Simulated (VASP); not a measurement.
# Ta5Si (F-43m) in VASP: further runs

Ta5Si is run at these levels: PBE; tasks: single point, relaxation of cell and atoms.

Program: VASP 6.6.1. These are calculated values, not measurements. Logs are shortened: lines on timing, memory, paths and dates and some standing lists are left out, and cuts for length are marked.

**1. The cell of the first run**

Symmetry: F-43m, No. 216, cubic system. Conventional cell: a = 7.644 Å, b = 7.644 Å, c = 7.644 Å, α = 90.00°, β = 90.00°, γ = 90.00°. Ta (site symmetry 3m) has 9 Ta at 2.69 to 3.17 Å and 3 Si at 3.17 Å within 3.6 Å. Within 4.2 Å of Ta (site symmetry -43m) lie 12 Ta at 3.17 Å and 4 Si at 3.31 Å. Within 4.2 Å of Si (site symmetry -43m) lie 16 Ta at 3.17 to 3.31 Å.

The cell was built from a structure type or drawn by symmetry, and may not be a known phase.

**2. Single point, PBE**

File INCAR:

```
PREC     = Accurate       # precision mode
ENCUT    = 520            # plane-wave cutoff, eV
EDIFF    = 1E-7           # SCF threshold, eV
ISMEAR   = 0              # smearing method
SIGMA    = 0.1            # smearing width, eV
LREAL    = False          # projectors in reciprocal space
LASPH    = True           # aspherical terms in the spheres
NELM     = 100            # most SCF steps
ALGO     = Fast           # electronic algorithm
ISIF     = 2              # what is computed and relaxed
LWAVE    = False          # write WAVECAR
LCHARG   = False          # write CHGCAR
GGA      = PE             # functional
NBANDS   = 38             # bands
```

File KPOINTS:

```
regular mesh
0
Gamma
  8 8 8
```

File POSCAR:

```
Ta5Si
1.0
    0.0000000000      3.8218698845      3.8218698845
    3.8218698845      0.0000000000      3.8218698845
    3.8218698845      3.8218698845      0.0000000000
Ta Si
5 1
Direct
    0.8754478828      0.3736563516      0.8754478828
    0.8754478828      0.8754478828      0.8754478828
    0.3736563516      0.8754478828      0.8754478828
    0.8754478828      0.8754478828      0.3736563516
    0.2500000000      0.2500000000      0.2500000000
    0.5000000000      0.5000000000      0.5000000000
```

Potentials or basis: VASP PAW PBE potentials, release 64 (Ta_pv, Si).

Started as:

```console
> cat potpaw_PBE.64/Ta_pv/POTCAR potpaw_PBE.64/Si/POTCAR > POTCAR
> mpirun -np 1 vasp_std > vasp.out
```

OUTCAR:

```text
PREC = Accurate
   ENCUT = 520
   EDIFF = 1E-7
   ISMEAR = 0
   LREAL = False
   LASPH = True
   NELM = 100
   ISIF = 2
   GGA = PE

 ion  position               nearest neighbor table
   1  0.875  0.374  0.875-   2 2.69   3 2.69   4 2.69   4 2.71   2 2.71   3 2.71   5 3.17   5 3.17
                             5 3.17   6 3.17   6 3.17   6 3.17
   2  0.875  0.875  0.875-   1 2.69   3 2.69   4 2.69   4 2.71   1 2.71   3 2.71   5 3.17   5 3.17
                             5 3.17   6 3.17   6 3.17   6 3.17
   3  0.374  0.875  0.875-   1 2.69   2 2.69   4 2.69   2 2.71   4 2.71   1 2.71   5 3.17   5 3.17
                             5 3.17   6 3.17   6 3.17   6 3.17
   4  0.875  0.875  0.374-   1 2.69   2 2.69   3 2.69   2 2.71   1 2.71   3 2.71   5 3.17   5 3.17
                             5 3.17   6 3.17   6 3.17   6 3.17
   5  0.250  0.250  0.250-   1 3.17   3 3.17   4 3.17   2 3.17   2 3.17   2 3.17   1 3.17   4 3.17
                             3 3.17   1 3.17   3 3.17   4 3.17   6 3.31   6 3.31   6 3.31   6 3.31
   6  0.500  0.500  0.500-   1 3.17   3 3.17   3 3.17   4 3.17   1 3.17   4 3.17   2 3.17   2 3.17
                             2 3.17   4 3.17   1 3.17   3 3.17   5 3.31   5 3.31   5 3.31   5 3.31

  LATTYP: Found a face centered cubic cell.
 ALAT       =     7.6437397690

  Lattice vectors:

 A1 = (   0.0000000000,   3.8218698845,   3.8218698845)
 A2 = (   3.8218698845,   0.0000000000,   3.8218698845)
 A3 = (   3.8218698845,   3.8218698845,   0.0000000000)

Analysis of symmetry for initial positions (statically):
=====================================================================
 Subroutine PRICEL returns:
 Original cell was already a primitive cell.

 Routine SETGRP: Setting up the symmetry group for a
 face centered cubic supercell.

 Subroutine GETGRP returns: Found 24 space group operations
 (whereof 24 operations were pure point group operations)
 out of a pool of 48 trial point group operations.

The static configuration has the point symmetry T_d .

Analysis of symmetry for dynamics (positions and initial velocities):
=====================================================================
 Subroutine PRICEL returns:
 Original cell was already a primitive cell.

 Routine SETGRP: Setting up the symmetry group for a
 face centered cubic supercell.

 Subroutine GETGRP returns: Found 24 space group operations
 (whereof 24 operations were pure point group operations)
 out of a pool of 48 trial point group operations.

The dynamic configuration has the point symmetry T_d .

 Subroutine INISYM returns: Found 24 space group operations
 (whereof 24 operations are pure point group operations),
 and found     1 'primitive' translations

----------------------------------------------------------------------------------------

                                     Primitive cell

  volume of cell :     111.6497

  direct lattice vectors                    reciprocal lattice vectors
     0.000000000  3.821869884  3.821869884    -0.130826013  0.130826013  0.130826013
     3.821869884  0.000000000  3.821869884     0.130826013 -0.130826013  0.130826013
     3.821869884  3.821869884  0.000000000     0.130826013  0.130826013 -0.130826013

  length of vectors
     5.404940224  5.404940224  5.404940224     0.226597302  0.226597302  0.226597302

  position of ions in fractional coordinates (direct lattice)
     0.875447883  0.373656352  0.875447883
     0.875447883  0.875447883  0.875447883
     0.373656352  0.875447883  0.875447883
     0.875447883  0.875447883  0.373656352
     0.250000000  0.250000000  0.250000000
     0.500000000  0.500000000  0.500000000

  ion indices of the primitive-cell ions
   primitive index   ion index
                 1           1
                 2           2
                 3           3
                 4           4
                 5           5
                 6           6

----------------------------------------------------------------------------------------

 KPOINTS: regular mesh

Automatic generation of k-mesh.
 Grid dimensions read from file:
 generate k-points for:    8    8    8

 Generating k-lattice:

  Cartesian coordinates                     Fractional coordinates (reciprocal lattice)
    -0.016353252  0.016353252  0.016353252     0.125000000  0.000000000  0.000000000
     0.016353252 -0.016353252  0.016353252     0.000000000  0.125000000  0.000000000
     0.016353252  0.016353252 -0.016353252     0.000000000  0.000000000  0.125000000

  Length of vectors
     0.028324663  0.028324663  0.028324663

  Shift w.r.t. Gamma in fractional coordinates (k-lattice)
     0.000000000  0.000000000  0.000000000

 Subroutine IBZKPT returns following result:
 ===========================================

 Found     29 irreducible k-points:

 Following reciprocal coordinates:
            Coordinates               Weight
  0.000000  0.000000  0.000000      1.000000
  0.125000  0.000000  0.000000      8.000000
[... 28 lines left out ...]
   EDIFFG = 0.1E-05   stopping-criterion for IOM
   NSW    =      0    number of steps for IOM
   IBRION =     -1    ionic relax: 0-MD 1-quasi-New 2-CG
   NFREE  =      0    steps in history (QN), initial steepest desc. (CG)
   ISIF   =      2    stress and relaxation
   ISYM   =      2    0-nonsym 1-usesym 2-fastsym
   POTIM  = 0.5000    time-step for ionic-motion
   TEBEG  =    0.0;   TEEND  =   0.0 temperature during run
   PSTRESS=    0.0 pullay stress
   NELECT =      59.0000    total number of electrons
   NUPDOWN=      -1.0000    fix difference up-down
   EMIN   =  10.00;   EMAX   =-10.00  energy-range for DOS
   EFERMI =   0.00;   METHOD = LEGACY
   ISMEAR =     0;   SIGMA  =   0.10  broadening in eV -4-tet -1-fermi 0-gaus
   EFERMI_NEDOS =   21; number of points for ismear=-14 and -15
   IALGO  =     68    algorithm
   IMIX   =      4    mixing-type and parameters
     AMIX     =   0.40;   BMIX     =  1.00
     AMIX_MAG =   1.60;   BMIX_MAG =  1.00
  volume/ion in A,a.u.               =      18.61       125.57
  Fermi-wavevector in a.u.,A,eV,Ry     =   1.323548  2.501143 23.834395  1.751779
  Thomas-Fermi vector in A             =   2.453148
   LORBIT       =      0    0 simple, 1 ext, 2 COOP (PROOUT), +10 PAW based schemes
   GGA     = PE    functional components
   LHFCALC =     F    Hartree Fock is set to
   AEXX    =    0.0000 exact exchange contribution
   IVDW    =     0    specifies the selected vdW correction
   LEPSILON=     F    determine dielectric tensor
   LRPA    =     F    only Hartree local field effects (RPA)
 non-spin polarized calculation
 RMM-DIIS sequential band-by-band and
 Gauss-broadening in eV      SIGMA  =   0.10
  energy-cutoff  :      520.00
  volume of cell :      111.65
 maximum number of plane-waves:      3028
   NGX = 21   NGY = 21   NGZ = 21

 number of electron      59.0000006 magnetization

 Free energy of the ion-electron system (eV)
  ---------------------------------------------------
  ext. energy  EPLUGINS =         0.00000000
  ---------------------------------------------------
  free energy    TOTEN  =       -61.81852229 eV

  energy without entropy =      -61.76998964  energy(sigma->0) =      -61.79425597

 E-fermi :   5.6847     XC(G=0): -12.0204

 val. band max:        5.6838636990   @ k =   0.5000   0.0000   0.0000
 cond. band min:       5.7004115887   @ k =  -0.3750   0.3750   0.0000
 fundamental gap:      0.0165478897
 Fermi energy:         5.6846815119

 k-point     1 :       0.0000    0.0000    0.0000
  band No.  band energies     occupation
      1     -29.3956      2.00000
      2     -28.7473      2.00000
      3     -28.7473      2.00000
      4     -28.7473      2.00000
      5     -28.4465      2.00000
      6     -28.4465      2.00000
[... 30 lines left out ...]
     37       9.6866      0.00000
     38      10.0452      0.00000

 k-point     2 :       0.1250    0.0000    0.0000
  band No.  band energies     occupation
      1     -29.3501      2.00000
      2     -28.7401      2.00000
      3     -28.7401      2.00000
      4     -28.7344      2.00000
      5     -28.4461      2.00000
      6     -28.4386      2.00000
[... 30 lines left out ...]
     37       9.3756      0.00000
     38       9.5317      0.00000
[... 859 lines left out ...]
     37       8.5654      0.00000
     38       9.4139      0.00000

 k-point    24 :      -0.3750    0.2500    0.1250
  band No.  band energies     occupation
      1     -28.9353      2.00000
      2     -28.7072      2.00000
      3     -28.6998      2.00000
      4     -28.6408      2.00000
      5     -28.4063      2.00000
      6     -28.2949      2.00000
[... 30 lines left out ...]
     37       8.7176      0.00000
     38       9.5044      0.00000

 [... further k-points ...]

------------------------ aborting loop because EDIFF is reached ----------------------------------------

  FORCE on cell =-STRESS in cart. coord.  units (eV):
  Direction    XX          YY          ZZ          XY          YZ          ZX
  --------------------------------------------------------------------------------------
  -------------------------------------------------------------------------------------
  Total        0.1084440      0.1084440      0.1084440     -0.0000000      0.0000000     -0.0000000
  in kB        1.5561749      1.5561749      1.5561749     -0.0000000      0.0000000     -0.0000000
  external PRESSURE =       1.5561749 kB  Pullay stress =       0.0000000 kB

 VOLUME and BASIS-vectors are now :
 -----------------------------------------------------------------------------
  energy-cutoff  :      520.00
  volume of cell :      111.65
      direct lattice vectors                 reciprocal lattice vectors
     0.000000000  3.821869884  3.821869884    -0.130826013  0.130826013  0.130826013
     3.821869884  0.000000000  3.821869884     0.130826013 -0.130826013  0.130826013
     3.821869884  3.821869884  0.000000000     0.130826013  0.130826013 -0.130826013

 POSITION                                       TOTAL-FORCE (eV/Angst)
 -----------------------------------------------------------------------------------
      4.77391      6.69170      4.77391         0.003436     -0.003436      0.003436
      6.69170      6.69170      6.69170        -0.003436     -0.003436     -0.003436
      6.69170      4.77391      4.77391        -0.003436      0.003436      0.003436
      4.77391      4.77391      6.69170         0.003436      0.003436     -0.003436
      1.91093      1.91093      1.91093        -0.000000     -0.000000     -0.000000
      3.82187      3.82187      3.82187        -0.000000     -0.000000     -0.000000
 -----------------------------------------------------------------------------------
    total drift:                                0.000000      0.000000     -0.000000

  FREE ENERGIE OF THE ION-ELECTRON SYSTEM (eV)
  ---------------------------------------------------
  free  energy   TOTEN  =       -61.8185222944 eV

  energy  without entropy=      -61.7699896393  energy(sigma->0) =      -61.79425597
```

Run time: 6.6 min. Hardware: 1 thread of Intel Xeon 8259CL, shared host; peak memory 0.29 GiB.

Results:

| Quantity | Value |
| --- | --- |
| Free energy | -61.8185 eV |
| Pressure | 0.2 GPa |
| Largest force | 0.006 eV/Å |
| Band gap on the k mesh | zero (an odd number of electrons rules out a gap without spin polarisation) |

Forces on the atoms (eV/Å):
```
Ta   0.003 -0.003  0.003
Ta  -0.003 -0.003 -0.003
Ta  -0.003  0.003  0.003
Ta   0.003  0.003 -0.003
Ta   0.000  0.000  0.000
Si   0.000  0.000  0.000
```

Caveat: spin-orbit coupling is left out, which moves the levels of the heavy elements.

**3. Relaxation of cell and atoms, PBE**

This run uses another cell than the first one, of 18.89 Å³/atom.

File INCAR:

```
SYSTEM = Ta5Si
ALGO     = Normal         ! electronic algorithm
EDIFF    = 1E-7           ! SCF threshold, eV
EDIFFG   = -0.04          ! ionic threshold
ENCUT    = 600            ! plane-wave cutoff, eV
GGA      = PE             ! functional
IBRION   = 2              ! ionic algorithm
ISIF     = 3              ! what is computed and relaxed
ISMEAR   = 0              ! smearing method
LASPH    = .TRUE.         ! aspherical terms in the spheres
LCHARG   = .FALSE.        ! write CHGCAR
LREAL    = .FALSE.        ! projectors in reciprocal space
LWAVE    = .FALSE.        ! write WAVECAR
NELM     = 80             ! most SCF steps
NSW      = 90             ! ionic steps
PREC     = Accurate       ! precision mode
SIGMA    = 0.1            ! smearing width, eV
```

File KPOINTS:

```
k-points
0
G
  4 4 4
  0 0 0
```

File POSCAR:

```
Ta5Si
1.0
    0.0000000000      3.8407309300      3.8407309300
    3.8407309300      0.0000000000      3.8407309300
    3.8407309300      3.8407309300      0.0000000000
Ta Si
5 1
Direct
    0.1154093100      0.1154093100      0.1154093100
    0.1154093100      0.1154093100      0.6537720700
    0.1154093100      0.6537720700      0.1154093100
    0.6537720700      0.1154093100      0.1154093100
    0.7500000000      0.7500000000      0.7500000000
    0.5000000000      0.5000000000      0.5000000000
```

Potentials or basis: VASP PAW PBE potentials, release 64 (Ta_pv, Si).

Started as:

```console
> cat potpaw_PBE.64/Ta_pv/POTCAR potpaw_PBE.64/Si/POTCAR > POTCAR
> mpirun -np 1 vasp_std > vasp.out
```

Run time: 17 min. Hardware: 1 thread of Intel Xeon 8259CL, shared host; peak memory 0.35 GiB.

The run converged. Its results:

- Free energy: -61.7227 eV
- Relaxed volume: 18.74 Å³/atom
- Relaxed cell: a = 5.418 Å, b = 5.418 Å, c = 5.418 Å, α = 60.00°, β = 60.00°, γ = 60.00°
- Space group after relaxing (to 0.1 Å): F-43m (No. 216)
- Energy gained by relaxing: 226.1 meV/atom
- Ionic steps: 10
- Pressure after relaxing: 0.1 GPa
- Largest force after relaxing: 0.006 eV/Å
- Band gap on the k mesh: zero (an odd number of electrons rules out a gap without spin polarisation)

Forces in eV/Å, atoms in the order of the input:
```
Ta  -0.003 -0.003 -0.003
Ta   0.003  0.003 -0.003
Ta   0.003 -0.003  0.003
Ta  -0.003  0.003  0.003
Ta   0.000  0.000  0.000
Si   0.000  0.000  0.000
```

The path:
| step | energy change (eV) | largest force (eV/Å) | pressure (GPa) | volume (Å³) |
| --- | --- | --- | --- | --- |
| 1 | 0.0000 | 6.1399 | 5.99 | 113.31 |
| 2 | 1.3652 | 6.2718 | -5.62 | 125.30 |
| 3 | -1.2452 | 0.0772 | -6.56 | 117.76 |
| 4 | -1.2556 | 0.2199 | -6.12 | 117.44 |
| 5 | -1.2568 | 0.3734 | -5.88 | 117.28 |
| 6 | -1.2273 | 0.7569 | 6.91 | 107.62 |
| 7 | -1.3562 | 0.1032 | -0.26 | 112.65 |
| 8 | -1.3562 | 0.1139 | -0.14 | 112.56 |
| 9 | -1.3565 | 0.0708 | 0.23 | 112.34 |
| 10 | -1.3569 | 0.0056 | 0.08 | 112.43 |

Final structure:
```yaml
crystal:
  lattice:
    - [0.00000, 3.83078, 3.83078]
    - [3.83078, 0.00000, 3.83078]
    - [3.83078, 3.83078, 0.00000]
  atoms:
    - { symbol: Ta, position: [0.12431, 0.12431, 0.12431] }
    - { symbol: Ta, position: [0.12431, 0.12431, 0.62706] }
    - { symbol: Ta, position: [0.12431, 0.62706, 0.12431] }
    - { symbol: Ta, position: [0.62706, 0.12431, 0.12431] }
    - { symbol: Ta, position: [0.75000, 0.75000, 0.75000] }
    - { symbol: Si, position: [0.50000, 0.50000, 0.50000] }
```

Levels at points of the mesh, in eV from the Fermi level:
| k point | band 26 | band 27 | band 28 | band 29 | band 30 | band 31 | band 32 | band 33 |
| --- | --- | --- | --- | --- | --- | --- | --- | --- |
| (0.00, 0.00, 0.00) | -1.51 | -0.12 | -0.12 | -0.12 | 0.15 | 0.15 | 2.69 | 2.69 |
| (0.50, 0.00, 0.00) | -0.64 | -0.64 | -0.59 | -0.43 | 0.03 | 0.03 | 0.90 | 2.34 |
| (0.50, 0.50, 0.00) | -0.94 | -0.57 | -0.40 | -0.19 | -0.19 | 0.66 | 0.67 | 0.67 |

Caveat: spin-orbit coupling is left out, which moves the levels of the heavy elements.

**4. Relaxation of cell and atoms, PBE**

This run uses another cell than the first one, of 18.73 Å³/atom.

File INCAR:

```
SYSTEM = Ta5Si
  PREC = Accurate
  ENCUT = 600
  EDIFF = 1E-6
  ISMEAR = 0
  SIGMA = 0.1
  LREAL = .FALSE.
  LASPH = .TRUE.
  NELM = 60
  ALGO = Fast
  ISIF = 3
  LWAVE = .FALSE.
  LCHARG = .FALSE.
  GGA = PE
  IBRION = 2
  NSW = 100
  EDIFFG = -0.01
```

File KPOINTS:

```
regular mesh
0
G
  8 8 8
  0 0 0
```

File POSCAR:

```
Ta5Si
1.0
    0.0000000000      3.8300772144      3.8300772144
    3.8300772144      0.0000000000      3.8300772144
    3.8300772144      3.8300772144      0.0000000000
Ta Si
5 1
Direct
    0.8756912799      0.3729261603      0.8756912799
    0.8756912799      0.8756912799      0.8756912799
    0.3729261603      0.8756912799      0.8756912799
    0.8756912799      0.8756912799      0.3729261603
    0.2500000000      0.2500000000      0.2500000000
    0.5000000000      0.5000000000      0.5000000000
```

Started as:

```console
> cat potpaw_PBE.64/Ta_pv/POTCAR potpaw_PBE.64/Si/POTCAR > POTCAR
> mpirun -np 1 vasp_std > vasp.out
```

Wall time 26 min (1 thread of Intel Xeon 8259CL, shared host); peak memory 0.39 GiB.

It converged, with:

* Free energy: -61.8206 eV
* Relaxed volume: 18.63 Å³/atom
* Relaxed cell: a = 5.407 Å, b = 5.407 Å, c = 5.407 Å, α = 60.00°, β = 60.00°, γ = 60.00°
* Space group after relaxing (to 0.1 Å): F-43m (No. 216)
* Energy gained by relaxing: 0.4 meV/atom
* Ionic steps: 6
* Pressure after relaxing: 0.0 GPa
* Largest force after relaxing: 0.003 eV/Å
* Band gap on the k mesh: zero (an odd number of electrons rules out a gap without spin polarisation)

Forces on the atoms (eV/Å):
```
Ta   0.002 -0.002  0.002
Ta  -0.002 -0.002 -0.002
Ta  -0.002  0.002  0.002
Ta   0.002  0.002 -0.002
Ta   0.000  0.000  0.000
Si   0.000  0.000  0.000
```

The path:
```
step  energy change (eV)  largest force (eV/Å)  pressure (GPa)  volume (Å³)
   1              0.0000                0.1244           -0.77       112.37
   2              0.0015                0.0981            1.23       110.90
   3             -0.0023                0.0303            0.09       111.72
   4             -0.0023                0.0328            0.07       111.73
   5             -0.0022                0.0347           -0.10       111.84
   6             -0.0023                0.0033           -0.02       111.78
```

Final structure:
```
CELL_PARAMETERS angstrom
0.00000 3.82336 3.82336
3.82336 0.00000 3.82336
3.82336 3.82336 0.00000
ATOMIC_POSITIONS crystal
Ta 0.87545 0.37366 0.87545
Ta 0.87545 0.87545 0.87545
Ta 0.37366 0.87545 0.87545
Ta 0.87545 0.87545 0.37366
Ta 0.25000 0.25000 0.25000
Si 0.50000 0.50000 0.50000
```

Levels at points of the mesh, in eV from the Fermi level:
```csv
k point,band 27,band 28,band 29,band 30,band 31,band 32
"(0.00, 0.00, 0.00)",-0.14,-0.14,-0.14,0.11,0.11,2.67
"(0.50, 0.00, 0.00)",-0.68,-0.62,-0.44,0.00,0.00,0.88
"(0.50, 0.50, 0.00)",-0.59,-0.42,-0.24,-0.24,0.65,0.65
```

Caveat: spin-orbit coupling is left out, which moves the levels of the heavy elements.

**5. Overview**

| task | cell | k mesh | cutoff (eV) | gap on the mesh (eV) | pressure (GPa) | relaxed volume (Å³/atom) | largest force (eV/Å) |
| --- | --- | --- | --- | --- | --- | --- | --- |
| single point | a = 5.405 Å, angles 60.0°, 6 atoms, atomic positions A | 8 × 8 × 8 | 520 | none | 0.2 | - | 0.01 |
| relaxation of cell and atoms | relaxed from a = 5.432 Å, angles 60.0°, 6 atoms, atomic positions B | 4 × 4 × 4 | 600 | none | 0.1 | 18.74 | 0.01 |
| relaxation of cell and atoms | relaxed from a = 5.417 Å, angles 60.0°, 6 atoms, atomic positions A | 8 × 8 × 8 | 600 | none | 0.0 | 18.63 | - |

Alike in all rows: level PBE; potentials or basis VASP PAW PBE potentials, release 64 (Ta_pv, Si); no spin polarisation; smearing gaussian 0.1 eV.

Caveats: spin-orbit coupling is left out, which moves the levels of the heavy elements.

Absolute energies hang on the potentials; compare differences alone.
